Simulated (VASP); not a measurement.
# Cu (Fm-3m) in VASP: notebook

Cu is run at these levels: PBE; tasks: single point.

Program: VASP 6.6.1. These are calculated values, not measurements. Logs are shortened: lines on timing, memory, paths and dates and some standing lists are left out, and cuts for length are marked.

### Step 1. The cell of the first run

Symmetry: Fm-3m, No. 225, cubic system. The conventional cell has a = 3.630 Å, b = 3.630 Å, c = 3.630 Å, α = 90.00°, β = 90.00°, γ = 90.00°. Within 3.4 Å of Cu (site symmetry m-3m) lie 12 Cu at 2.57 Å.

### Step 2. Single point, PBE

File INCAR:

```
SYSTEM = Cu
ALGO = Normal ; EDIFF = 1E-6
ENCUT = 520 ; GGA = PE
ISIF = 2 ; ISMEAR = -1
LASPH = .True. ; LCHARG = .True.
LELF = .True. ; LREAL = .False.
LVHAR = .True. ; LWAVE = .False.
NBANDS = 12 ; NELM = 60
PREC = Accurate ; SIGMA = 0.06122561905347299
```

File KPOINTS:

```
k-points
0
Gamma
  18 18 18
  0 0 0
```

File POSCAR:

```
Cu
1.0
    0.0000000000      1.8151328778      1.8151328778
    1.8151328778      0.0000000000      1.8151328778
    1.8151328778      1.8151328778      0.0000000000
Cu
1
Direct
    0.0000000000      0.0000000000      0.0000000000
```

Potentials or basis: VASP PAW PBE potentials, release 64 (Cu).

Command:

```sh
cat potpaw_PBE.64/Cu/POTCAR > POTCAR
mpirun -np 1 vasp_std > vasp.out
```

OUTCAR:

```text
SYSTEM = Cu
   EDIFF = 1E-6
   ENCUT = 520
   GGA = PE
   ISIF = 2
   ISMEAR = -1
   LASPH = .True.
   LREAL = .False.
   NELM = 60
   PREC = Accurate

 ion  position               nearest neighbor table
   1  0.000  0.000  0.000-

  LATTYP: Found a face centered cubic cell.
 ALAT       =     3.6302657556

  Lattice vectors:

 A1 = (   0.0000000000,   1.8151328778,   1.8151328778)
 A2 = (   1.8151328778,   0.0000000000,   1.8151328778)
 A3 = (   1.8151328778,   1.8151328778,   0.0000000000)

Analysis of symmetry for initial positions (statically):
=====================================================================
 Subroutine PRICEL returns:
 Original cell was already a primitive cell.

 Routine SETGRP: Setting up the symmetry group for a
 face centered cubic supercell.

 Subroutine GETGRP returns: Found 48 space group operations
 (whereof 48 operations were pure point group operations)
 out of a pool of 48 trial point group operations.

The static configuration has the point symmetry O_h .

Analysis of symmetry for dynamics (positions and initial velocities):
=====================================================================
 Subroutine PRICEL returns:
 Original cell was already a primitive cell.

 Routine SETGRP: Setting up the symmetry group for a
 face centered cubic supercell.

 Subroutine GETGRP returns: Found 48 space group operations
 (whereof 48 operations were pure point group operations)
 out of a pool of 48 trial point group operations.

The dynamic configuration has the point symmetry O_h .

 Subroutine INISYM returns: Found 48 space group operations
 (whereof 48 operations are pure point group operations),
 and found     1 'primitive' translations

----------------------------------------------------------------------------------------

                                     Primitive cell

  volume of cell :      11.9607

  direct lattice vectors                    reciprocal lattice vectors
     0.000000000  1.815132878  1.815132878    -0.275461927  0.275461927  0.275461927
     1.815132878  0.000000000  1.815132878     0.275461927 -0.275461927  0.275461927
     1.815132878  1.815132878  0.000000000     0.275461927  0.275461927 -0.275461927

  length of vectors
     2.566985533  2.566985533  2.566985533     0.477114053  0.477114053  0.477114053

  position of ions in fractional coordinates (direct lattice)
     0.000000000  0.000000000  0.000000000
[... 81 lines left out ...]
   NFREE  =      0    steps in history (QN), initial steepest desc. (CG)
   ISIF   =      2    stress and relaxation
   ISYM   =      2    0-nonsym 1-usesym 2-fastsym
   POTIM  = 0.5000    time-step for ionic-motion
   TEBEG  =    0.0;   TEEND  =   0.0 temperature during run
   PSTRESS=    0.0 pullay stress
   NELECT =      11.0000    total number of electrons
   NUPDOWN=      -1.0000    fix difference up-down
   EMIN   =  10.00;   EMAX   =-10.00  energy-range for DOS
   EFERMI =   0.00;   METHOD = LEGACY
   ISMEAR =    -1;   SIGMA  =   0.06  broadening in eV -4-tet -1-fermi 0-gaus
   EFERMI_NEDOS =   21; number of points for ismear=-14 and -15
   IALGO  =     38    algorithm
   IMIX   =      4    mixing-type and parameters
     AMIX     =   0.40;   BMIX     =  1.00
     AMIX_MAG =   1.60;   BMIX_MAG =  1.00
  volume/ion in A,a.u.               =      11.96        80.71
  Fermi-wavevector in a.u.,A,eV,Ry     =   1.592040  3.008519 34.485208  2.534591
  Thomas-Fermi vector in A             =   2.690487
   LORBIT       =      0    0 simple, 1 ext, 2 COOP (PROOUT), +10 PAW based schemes
   GGA     = PE    functional components
   LHFCALC =     F    Hartree Fock is set to
   AEXX    =    0.0000 exact exchange contribution
   IVDW    =     0    specifies the selected vdW correction
   LEPSILON=     F    determine dielectric tensor
   LRPA    =     F    only Hartree local field effects (RPA)
 non-spin polarized calculation
  energy-cutoff  :      520.00
  volume of cell :       11.96
 maximum number of plane-waves:       332
   NGX =  9   NGY =  9   NGZ =  9

 number of electron      10.9999997 magnetization

 Free energy of the ion-electron system (eV)
  ---------------------------------------------------
  ext. energy  EPLUGINS =         0.00000000
  ---------------------------------------------------
  free energy    TOTEN  =        -3.73014497 eV

  energy without entropy =       -3.72645080  energy(sigma->0) =       -3.72829789

 E-fermi :   7.4111     XC(G=0): -12.6521

 val. band max:        7.4070773838   @ k =   0.5000   0.2778   0.1111
 cond. band min:       7.4337902936   @ k =   0.5000   0.1111   0.0000
 fundamental gap:      0.0267129098
 Fermi energy:         7.4110688596

 k-point     1 :       0.0000    0.0000    0.0000
  band No.  band energies     occupation
      1      -1.8252      2.00000
      2       4.4452      2.00000
      3       4.4452      2.00000
      4       4.4452      2.00000
      5       5.2513      2.00000
      6       5.2513      2.00000
      7      29.9227      0.00000
      8      32.4693      0.00000
      9      32.4693      0.00000
     10      32.4693      0.00000
     11      34.9523      0.00000
     12      34.9523      0.00000
[... 331 lines left out ...]
 k-point    24 :      -0.2222    0.0556    0.0000
  band No.  band energies     occupation
      1       0.2308      2.00000
      2       4.1605      2.00000
      3       4.5990      2.00000
      4       4.6364      2.00000
      5       5.2051      2.00000
      6       5.4438      2.00000
      7      20.2993      0.00000
      8      27.2381      0.00000
      9      30.9357      0.00000
     10      31.9518      0.00000
     11      34.5429      0.00000
     12      35.1560      0.00000

 [... further k-points ...]

------------------------ aborting loop because EDIFF is reached ----------------------------------------

  FORCE on cell =-STRESS in cart. coord.  units (eV):
  Direction    XX          YY          ZZ          XY          YZ          ZX
  --------------------------------------------------------------------------------------
  -------------------------------------------------------------------------------------
  Total        0.0445252      0.0445252      0.0445252      0.0000000      0.0000000      0.0000000
  in kB        5.9643273      5.9643273      5.9643273      0.0000000      0.0000000      0.0000000
  external PRESSURE =       5.9643273 kB  Pullay stress =       0.0000000 kB

 VOLUME and BASIS-vectors are now :
 -----------------------------------------------------------------------------
  energy-cutoff  :      520.00
  volume of cell :       11.96
      direct lattice vectors                 reciprocal lattice vectors
     0.000000000  1.815132878  1.815132878    -0.275461927  0.275461927  0.275461927
     1.815132878  0.000000000  1.815132878     0.275461927 -0.275461927  0.275461927
     1.815132878  1.815132878  0.000000000     0.275461927  0.275461927 -0.275461927

 POSITION                                       TOTAL-FORCE (eV/Angst)
 -----------------------------------------------------------------------------------
      0.00000      0.00000      0.00000        -0.000000      0.000000     -0.000000
 -----------------------------------------------------------------------------------
    total drift:                               -0.000000     -0.000000     -0.000000

  FREE ENERGIE OF THE ION-ELECTRON SYSTEM (eV)
  ---------------------------------------------------
  free  energy   TOTEN  =        -3.7301449722 eV

  energy  without entropy=       -3.7264508042  energy(sigma->0) =       -3.72829789
```

OSZICAR:

```text
N       E                     dE             d eps       ncg     rms          rms(c)
DAV:   1     0.427128682692E+02    0.42713E+02   -0.53817E+03  5196   0.152E+03
DAV:   2    -0.334720680899E+01   -0.46060E+02   -0.42561E+02  4776   0.205E+02
DAV:   3    -0.461985638661E+01   -0.12726E+01   -0.12585E+01  5540   0.391E+01
DAV:   4    -0.462811895199E+01   -0.82626E-02   -0.82613E-02  5336   0.277E+00
DAV:   5    -0.462819482716E+01   -0.75875E-04   -0.75875E-04  5636   0.270E-01    0.766E+00
DAV:   6    -0.412090408834E+01    0.50729E+00   -0.14647E+01  5580   0.722E+01    0.399E+00
DAV:   7    -0.374211995017E+01    0.37878E+00   -0.23385E+00  5600   0.288E+01    0.559E-01
DAV:   8    -0.373189675984E+01    0.10223E-01   -0.47287E-03  5492   0.111E+00    0.318E-01
DAV:   9    -0.373014739265E+01    0.17494E-02   -0.11036E-02  5800   0.182E+00    0.337E-02
DAV:  10    -0.373014557288E+01    0.18198E-05   -0.60253E-05  6992   0.134E-01    0.685E-03
DAV:  11    -0.373014497216E+01    0.60072E-06   -0.39659E-07  4012   0.923E-03
   1 F= -.37301450E+01 E0= -.37282979E+01  d E =-.369417E-02
```

Run time: 17 s. Hardware: 1 thread of AMD EPYC 7R13 (Zen 3), shared host; peak memory 0.11 GiB.

What came out:

| Property | Result |
| --- | --- |
| Free energy | -3.7301 eV |
| Pressure | 0.6 GPa |
| Band gap on the k mesh | zero (an odd number of electrons rules out a gap without spin polarisation) |

### Step 3. Single point, PBE

This run uses another cell than the first one, of 12.20 Å³/atom.

File INCAR:

```
PREC = Accurate ; ENCUT = 520
EDIFF = 1E-6 ; ISMEAR = -1
SIGMA = 0.06122561905347299 ; LREAL = False
LASPH = True ; NELM = 100
ALGO = Normal ; ISIF = 2
LWAVE = False ; LCHARG = False
GGA = PE ; NBANDS = 12
```

File KPOINTS:

```
Automatic mesh
0
Gamma
  18 18 18
```

File POSCAR:

```
Cu
1.0
    0.0000000000      1.8271539756      1.8271539756
    1.8271539756      0.0000000000      1.8271539756
    1.8271539756      1.8271539756      0.0000000000
Cu
1
Direct
    0.0000000000      0.0000000000      0.0000000000
```

Potentials or basis: VASP PAW PBE potentials, release 64 (Cu).

Command:

```sh
cat potpaw_PBE.64/Cu/POTCAR > POTCAR
mpirun -np 1 vasp_std > vasp.out
```

OUTCAR:

```text
PREC = Accurate
   ENCUT = 520
   EDIFF = 1E-6
   ISMEAR = -1
   LREAL = False
   LASPH = True
   NELM = 100
   ISIF = 2
   GGA = PE

 ion  position               nearest neighbor table
   1  0.000  0.000  0.000-

  LATTYP: Found a face centered cubic cell.
 ALAT       =     3.6543079512

  Lattice vectors:

 A1 = (   0.0000000000,   1.8271539756,   1.8271539756)
 A2 = (   1.8271539756,   0.0000000000,   1.8271539756)
[... 536 lines left out ...]
     10      31.3810      0.00000
     11      33.9915      0.00000
     12      34.6077      0.00000

 [... further k-points ...]

------------------------ aborting loop because EDIFF is reached ----------------------------------------

  FORCE on cell =-STRESS in cart. coord.  units (eV):
  Direction    XX          YY          ZZ          XY          YZ          ZX
  --------------------------------------------------------------------------------------
  -------------------------------------------------------------------------------------
  Total       -0.1560043     -0.1560043     -0.1560043     -0.0000000      0.0000000     -0.0000000
  in kB      -20.4876233    -20.4876233    -20.4876233     -0.0000000      0.0000000     -0.0000000
  external PRESSURE =     -20.4876233 kB  Pullay stress =       0.0000000 kB

 VOLUME and BASIS-vectors are now :
 -----------------------------------------------------------------------------
  energy-cutoff  :      520.00
  volume of cell :       12.20
      direct lattice vectors                 reciprocal lattice vectors
     0.000000000  1.827153976  1.827153976    -0.273649625  0.273649625  0.273649625
     1.827153976  0.000000000  1.827153976     0.273649625 -0.273649625  0.273649625
     1.827153976  1.827153976  0.000000000     0.273649625  0.273649625 -0.273649625

 POSITION                                       TOTAL-FORCE (eV/Angst)
 -----------------------------------------------------------------------------------
      0.00000      0.00000      0.00000        -0.000000      0.000000     -0.000000
 -----------------------------------------------------------------------------------
    total drift:                               -0.000000     -0.000000     -0.000000

  FREE ENERGIE OF THE ION-ELECTRON SYSTEM (eV)
  ---------------------------------------------------
  free  energy   TOTEN  =        -3.7290984930 eV

  energy  without entropy=       -3.7254793826  energy(sigma->0) =       -3.72728894
```

OSZICAR:

```text
N       E                     dE             d eps       ncg     rms          rms(c)
DAV:   1     0.430696279751E+02    0.43070E+02   -0.53620E+03  5164   0.151E+03
DAV:   2    -0.322390030794E+01   -0.46294E+02   -0.42700E+02  4868   0.202E+02
DAV:   3    -0.460903500684E+01   -0.13851E+01   -0.13795E+01  5420   0.406E+01
DAV:   4    -0.461749768821E+01   -0.84627E-02   -0.84617E-02  5404   0.281E+00
DAV:   5    -0.461757795434E+01   -0.80266E-04   -0.80266E-04  5488   0.283E-01    0.762E+00
DAV:   6    -0.413425437349E+01    0.48332E+00   -0.14876E+01  5560   0.724E+01    0.410E+00
DAV:   7    -0.374040743980E+01    0.39385E+00   -0.24134E+00  5588   0.292E+01    0.536E-01
DAV:   8    -0.373102946195E+01    0.93780E-02   -0.54016E-03  5636   0.127E+00    0.334E-01
DAV:   9    -0.372910251827E+01    0.19269E-02   -0.12389E-02  5716   0.192E+00    0.353E-02
DAV:  10    -0.372909896112E+01    0.35572E-05   -0.69682E-05  7004   0.144E-01    0.698E-03
DAV:  11    -0.372909849301E+01    0.46811E-06   -0.44019E-07  4020   0.924E-03
   1 F= -.37290985E+01 E0= -.37272889E+01  d E =-.361911E-02
```

stdout:

```text
POSCAR found type information on POSCAR Cu
 POSCAR found :  1 types and       1 ions
 scaLAPACK will be used
 LDA part: xc-table for (Slater+PW92), standard interpolation
 POSCAR, INCAR and KPOINTS ok, starting setup
 FFT: planning ... GRIDC
 FFT: planning ... GRID_SOFT
 FFT: planning ... GRID
 WAVECAR not read
 entering main loop
```

Wall time 16 s (1 thread of AMD EPYC 7R13 (Zen 3), shared host); peak memory 0.11 GiB.

What came out:

| Quantity | Value |
| --- | --- |
| Free energy | -3.7291 eV |
| Pressure | -2.0 GPa |
| Band gap on the k mesh | zero (an odd number of electrons rules out a gap without spin polarisation) |

### Step 4. Single point, PBE

This run uses another cell than the first one, of 12.20 Å³/atom.

File INCAR:

```
SYSTEM = Cu
  PREC = Accurate
  ENCUT = 520
  EDIFF = 1E-7
  ISMEAR = -1
  SIGMA = 0.06122561905347299
  LREAL = .False.
  LASPH = .True.
  NELM = 80
  ALGO = Normal
  ISIF = 2
  LWAVE = .False.
  LCHARG = .True.
  GGA = PE
  LELF = .True.
  LVHAR = .True.
  NBANDS = 12
```

File KPOINTS:

```
regular mesh
0
Gamma
  18 18 18
  0 0 0
```

POSCAR is that of step 3.

Command:

```sh
cat potpaw_PBE.64/Cu/POTCAR > POTCAR
mpirun -np 1 vasp_std > vasp.out
```

Run time: 19 s. Hardware: 1 thread of AMD EPYC 7R13 (Zen 3), shared host; peak memory 0.11 GiB.

The run converged. Its results:

| Property | Result |
| --- | --- |
| Free energy | -3.7291 eV |
| Pressure | -2.1 GPa |
| Band gap on the k mesh | zero (an odd number of electrons rules out a gap without spin polarisation) |

Levels at points of the mesh, in eV from the Fermi level:
| k point | band 2 | band 3 | band 4 | band 5 | band 6 | band 7 | band 8 | band 9 | band 10 | band 11 |
| --- | --- | --- | --- | --- | --- | --- | --- | --- | --- | --- |
| (0.00, 0.00, 0.00) | -2.91 | -2.91 | -2.91 | -2.12 | -2.12 | 22.35 | 24.75 | 24.75 | 24.75 | 27.22 |
| (0.50, 0.00, 0.00) | -2.94 | -2.94 | -1.58 | -1.58 | -0.89 | 3.62 | 20.86 | 21.59 | 21.59 | 24.63 |
| (0.50, 0.50, 0.00) | -4.23 | -1.60 | -1.45 | -1.45 | 1.54 | 6.91 | 12.85 | 12.85 | 17.27 | 19.75 |
